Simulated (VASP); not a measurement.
# Co (Fm-3m) in VASP: notebook

Co is run at these levels: PBE; tasks: single point.

Everything below comes from runs of VASP 6.6.1. Logs are shortened: lines on timing, memory, paths and dates and some standing lists are left out, and cuts for length are marked.

## Step 1: The cell of the first run

Symmetry: Fm-3m, No. 225, cubic system. The conventional cell has a = 3.598 Å, b = 3.598 Å, c = 3.598 Å, α = 90.00°, β = 90.00°, γ = 90.00°. Within 3.4 Å of Co (site symmetry m-3m) lie 12 Co at 2.54 Å.

## Step 2: Single point, PBE, collinear spin, antiferromagnetic start

File INCAR:

```
PREC = Accurate
ENCUT = 520
EDIFF = 1E-7
ISMEAR = 0
SIGMA = 0.1
LREAL = False
LASPH = True
NELM = 150
ALGO = Normal
ISIF = 2
LWAVE = False
LCHARG = True
ISPIN = 2
MAGMOM = 3 -3
LORBIT = 11
LMAXMIX = 4
GGA = PE
LELF = True
LVHAR = True
NBANDS = 20
```

File KPOINTS:

```
Automatic mesh
0
Gamma
  11 11 11
```

File POSCAR:

```
Co
1.0
    3.5979000000      1.7989500000      1.7989500000
    1.7989500000      3.5979000000      1.7989500000
    1.7989500000      1.7989500000      3.5979000000
Co
2
Direct
    0.0000000000      0.0000000000      0.0000000000
    0.5000000000      0.5000000000      0.5000000000
```

Potentials or basis: VASP PAW PBE potentials, release 64 (Co).

Command:

```console
cat potpaw_PBE.64/Co/POTCAR > POTCAR
mpirun -np 1 vasp_std > vasp.out
```

OUTCAR:

```text
PREC = Accurate
   ENCUT = 520
   EDIFF = 1E-7
   ISMEAR = 0
   LREAL = False
   LASPH = True
   NELM = 150
   ISIF = 2
   ISPIN = 2
   LORBIT = 11
   GGA = PE

 ion  position               nearest neighbor table
   1  0.000  0.000  0.000-   2 2.54   2 2.54   2 2.54   2 2.54   2 2.54   2 2.54
   2  0.500  0.500  0.500-   1 2.54   1 2.54   1 2.54   1 2.54   1 2.54   1 2.54

  LATTYP: Found a trigonal (rhomboedric) cell.
 ALAT       =     4.4065095728
 COS(alpha) =     0.8333333333

  Lattice vectors:

 A1 = (   3.5979000000,   1.7989500000,   1.7989500000)
 A2 = (   1.7989500000,   3.5979000000,   1.7989500000)
 A3 = (   1.7989500000,   1.7989500000,   3.5979000000)

Analysis of symmetry for initial positions (statically):
=====================================================================
 Subroutine PRICEL returns following result:

  LATTYP: Found a face centered cubic cell.
 ALAT       =     3.5979000000

  Lattice vectors:

 A1 = (   0.0000000000,  -1.7989500000,   1.7989500000)
 A2 = (  -1.7989500000,   0.0000000000,   1.7989500000)
 A3 = (  -1.7989500000,  -1.7989500000,   0.0000000000)

   2 primitive cells build up your supercell.

 Routine SETGRP: Setting up the symmetry group for a
 trigonal (rhombohedral) supercell.

 Subroutine GETGRP returns: Found 12 space group operations
 (whereof 12 operations were pure point group operations)
 out of a pool of 12 trial point group operations.

The static configuration has the point symmetry D_3d.

Analysis of symmetry for dynamics (positions and initial velocities):
=====================================================================
 Subroutine PRICEL returns following result:

  LATTYP: Found a face centered cubic cell.
 ALAT       =     3.5979000000

  Lattice vectors:

 A1 = (   0.0000000000,  -1.7989500000,   1.7989500000)
 A2 = (  -1.7989500000,   0.0000000000,   1.7989500000)
 A3 = (  -1.7989500000,  -1.7989500000,   0.0000000000)

   2 primitive cells build up your supercell.

 Routine SETGRP: Setting up the symmetry group for a
 trigonal (rhombohedral) supercell.

 Subroutine GETGRP returns: Found 12 space group operations
 (whereof 12 operations were pure point group operations)
 out of a pool of 12 trial point group operations.

The dynamic configuration has the point symmetry D_3d.

Analysis of structural, dynamic, and magnetic symmetry:
=====================================================================
 Subroutine PRICEL returns following result:

  LATTYP: Found a face centered cubic cell.
 ALAT       =     3.5979000000

  Lattice vectors:

 A1 = (   0.0000000000,  -1.7989500000,   1.7989500000)
 A2 = (  -1.7989500000,   0.0000000000,   1.7989500000)
 A3 = (  -1.7989500000,  -1.7989500000,   0.0000000000)

   2 primitive cells build up your supercell.

 Routine SETGRP: Setting up the symmetry group for a
 trigonal (rhombohedral) supercell.

 Subroutine GETGRP returns: Found 12 space group operations
 (whereof 12 operations were pure point group operations)
 out of a pool of 12 trial point group operations.

The overall configuration has the point symmetry D_3d.

 Subroutine INISYM returns: Found 12 space group operations
 (whereof 12 operations are pure point group operations),
 and found     2 'primitive' translations

----------------------------------------------------------------------------------------

                                     Primitive cell

  volume of cell :      11.6436

  direct lattice vectors                    reciprocal lattice vectors
     0.000000000 -1.798950000  1.798950000     0.277939909 -0.277939909  0.277939909
    -1.798950000  0.000000000  1.798950000    -0.277939909  0.277939909  0.277939909
    -1.798950000 -1.798950000  0.000000000    -0.277939909 -0.277939909 -0.277939909

  length of vectors
     2.544099488  2.544099488  2.544099488     0.481406045  0.481406045  0.481406045

  position of ions in fractional coordinates (direct lattice)
     0.000000000  0.000000000  0.000000000

  ion indices of the primitive-cell ions
   primitive index   ion index
                 1           1

----------------------------------------------------------------------------------------

 KPOINTS: Automatic mesh

Automatic generation of k-mesh.
 Grid dimensions read from file:
 generate k-points for:   11   11   11

 Generating k-lattice:

  Cartesian coordinates                     Fractional coordinates (reciprocal lattice)
     0.037900897 -0.012633632 -0.012633632     0.090909091  0.000000000  0.000000000
    -0.012633632  0.037900897 -0.012633632     0.000000000  0.090909091  0.000000000
    -0.012633632 -0.012633632  0.037900897     0.000000000  0.000000000  0.090909091

  Length of vectors
     0.041901018  0.041901018  0.041901018

  Shift w.r.t. Gamma in fractional coordinates (k-lattice)
     0.000000000  0.000000000  0.000000000

 Subroutine IBZKPT returns following result:
 ===========================================

 Found    146 irreducible k-points:

 Following reciprocal coordinates:
            Coordinates               Weight
  0.000000  0.000000  0.000000      1.000000
  0.090909  0.000000  0.000000      6.000000
  0.181818 -0.000000 -0.000000      6.000000
  0.272727 -0.000000 -0.000000      6.000000
  0.363636 -0.000000 -0.000000      6.000000
  0.454545 -0.000000 -0.000000      6.000000
[... 16 lines left out ...]
 -0.272727  0.181818 -0.000000     12.000000
 -0.181818  0.181818  0.000000      6.000000
 [... further k-points ...]
   k-points           NKPTS =    146   k-points in BZ     NKDIM =    146   number of bands    NBANDS=     20
   number of dos      NEDOS =    301   number of ions     NIONS =      2
   total plane-waves  NPLWV =  46656
   dimension x,y,z NGX =    36 NGY =   36 NGZ =   36
   dimension x,y,z NGXF=    72 NGYF=   72 NGZF=   72
   ions per type =               2
   NGX,Y,Z   is equivalent  to a cutoff of  13.58, 13.58, 13.58 a.u.
   NGXF,Y,Z  is equivalent  to a cutoff of  27.16, 27.16, 27.16 a.u.
 SYSTEM =  unknown system
   PREC   = accura    normal or accurate (medium, high low for compatibility)
   ISTART =      0    job   : 0-new  1-cont  2-samecut
   ICHARG =      2    charge: 1-file 2-atom 10-const
   ISPIN  =      2    spin polarized calculation?
   LNONCOLLINEAR =      F non collinear calculations
   LSORBIT =      F    spin-orbit coupling
   LASPH  =      T    aspherical Exc in radial PAW
   ENCUT  =  520.0 eV  38.22 Ry    6.18 a.u.   8.19  8.19  8.19*2*pi/ulx,y,z
   NELM   =    150;   NELMIN=  2; NELMDL= -5     # of ELM steps
   EDIFF  = 0.1E-06   stopping-criterion for ELM
   LREAL  =      F    real-space projection
   EDIFFG = 0.1E-05   stopping-criterion for IOM
   NSW    =      0    number of steps for IOM
   IBRION =     -1    ionic relax: 0-MD 1-quasi-New 2-CG
   NFREE  =      0    steps in history (QN), initial steepest desc. (CG)
   ISIF   =      2    stress and relaxation
   ISYM   =      2    0-nonsym 1-usesym 2-fastsym
   POTIM  = 0.5000    time-step for ionic-motion
   TEBEG  =    0.0;   TEEND  =   0.0 temperature during run
   PSTRESS=    0.0 pullay stress
   NELECT =      18.0000    total number of electrons
   NUPDOWN=      -1.0000    fix difference up-down
   EMIN   =  10.00;   EMAX   =-10.00  energy-range for DOS
   EFERMI =   0.00;   METHOD = LEGACY
   ISMEAR =     0;   SIGMA  =   0.10  broadening in eV -4-tet -1-fermi 0-gaus
   EFERMI_NEDOS =   21; number of points for ismear=-14 and -15
   IALGO  =     38    algorithm
   IMIX   =      4    mixing-type and parameters
     AMIX     =   0.40;   BMIX     =  1.00
     AMIX_MAG =   1.60;   BMIX_MAG =  1.00
  volume/ion in A,a.u.               =      11.64        78.57
  Fermi-wavevector in a.u.,A,eV,Ry     =   1.502427  2.839174 30.712233  2.257285
  Thomas-Fermi vector in A             =   2.613669
   LORBIT       =     11    0 simple, 1 ext, 2 COOP (PROOUT), +10 PAW based schemes
   GGA     = PE    functional components
   LHFCALC =     F    Hartree Fock is set to
   AEXX    =    0.0000 exact exchange contribution
   IVDW    =     0    specifies the selected vdW correction
   LEPSILON=     F    determine dielectric tensor
   LRPA    =     F    only Hartree local field effects (RPA)
 spin polarized calculation
 Gauss-broadening in eV      SIGMA  =   0.10
  energy-cutoff  :      520.00
  volume of cell :       23.29
 maximum number of plane-waves:       663
 NGX is ok and might be reduce to    36
   NGX = 17   NGY = 17   NGZ = 17

 number of electron      18.0000003 magnetization       0.0000000

 number of electron      18.0000003 magnetization      -0.0000000

 Free energy of the ion-electron system (eV)
  ---------------------------------------------------
  ext. energy  EPLUGINS =         0.00000000
  ---------------------------------------------------
  free energy    TOTEN  =       -13.52954205 eV

  energy without entropy =      -13.50666499  energy(sigma->0) =      -13.51810352

 E-fermi :   9.2633     XC(G=0): -13.0047

 val. band max:        9.2624499315   @ k =  -0.4545   0.4545   0.2727
 cond. band min:       9.2713668711   @ k =  -0.4545   0.2727   0.1818
 fundamental gap:      0.0089169396
 Fermi energy:         9.2633083346

 spin component 1

 k-point     1 :       0.0000    0.0000    0.0000
  band No.  band energies     occupation
      1       0.7794      1.00000
      2       4.8604      1.00000
      3       7.0166      1.00000
      4       7.0166      1.00000
      5       7.5308      1.00000
      6       7.5590      1.00000
[... 12 lines left out ...]
     19      35.7256      0.00000
[... 513 lines left out ...]
      4       6.4151      1.00000
      5       7.2809      1.00000
      6       7.4296      1.00000
[... 12 lines left out ...]
     19      35.3470      0.00000
     20      36.0410      0.00000

 [... further k-points ...]

 spin component 2

 k-point     1 :       0.0000    0.0000    0.0000
  band No.  band energies     occupation
      1       0.7794      1.00000
      2       4.8604      1.00000
      3       7.0166      1.00000
      4       7.0166      1.00000
      5       7.5308      1.00000
      6       7.5590      1.00000
[... 12 lines left out ...]
     19      35.7260      0.00000
[... 513 lines left out ...]
      4       6.4151      1.00000
      5       7.2809      1.00000
      6       7.4296      1.00000
[... 12 lines left out ...]
     19      35.3470      0.00000
     20      36.0410      0.00000

 [... further k-points ...]
[... 5 lines left out ...]
  --------------------------------------------------------------------------------------
  -------------------------------------------------------------------------------------
  Total       -2.2365161     -2.2365161     -2.2365161      0.2740375      0.2740375      0.2740375
  in kB     -153.8740332   -153.8740332   -153.8740332     18.8539941     18.8539941     18.8539941
  external PRESSURE =    -153.8740332 kB  Pullay stress =       0.0000000 kB

 VOLUME and BASIS-vectors are now :
 -----------------------------------------------------------------------------
  energy-cutoff  :      520.00
  volume of cell :       23.29
      direct lattice vectors                 reciprocal lattice vectors
     3.597900000  1.798950000  1.798950000     0.416909864 -0.138969955 -0.138969955
     1.798950000  3.597900000  1.798950000    -0.138969955  0.416909864 -0.138969955
     1.798950000  1.798950000  3.597900000    -0.138969955 -0.138969955  0.416909864

 POSITION                                       TOTAL-FORCE (eV/Angst)
 -----------------------------------------------------------------------------------
      0.00000      0.00000      0.00000        -0.000000     -0.000000     -0.000000
      3.59790      3.59790      3.59790         0.000000      0.000000      0.000000
 -----------------------------------------------------------------------------------
    total drift:                                0.000000      0.000000      0.000000

  FREE ENERGIE OF THE ION-ELECTRON SYSTEM (eV)
  ---------------------------------------------------
  free  energy   TOTEN  =       -13.5295420500 eV

  energy  without entropy=      -13.5066649876  energy(sigma->0) =      -13.51810352

 total charge

# of ion       s       p       d       tot
------------------------------------------
    1        0.460   0.465   7.217   8.142
    2        0.460   0.465   7.217   8.142
--------------------------------------------------
tot          0.919   0.930  14.435  16.284

 magnetization (x)

# of ion       s       p       d       tot
------------------------------------------
    1        0.000   0.009   1.298   1.308
    2       -0.000  -0.009  -1.298  -1.308
--------------------------------------------------
tot          0.000   0.000   0.000   0.000
```

Wall time 2.5 min (1 thread of Intel Xeon 6975P-C (Granite Rapids), shared host); peak memory 0.31 GiB.

The run converged, but its numbers aren't listed here, since they failed a check.

Caveat: the result breaks the symmetry of the cell.

(Continued in part 2 of 2.)
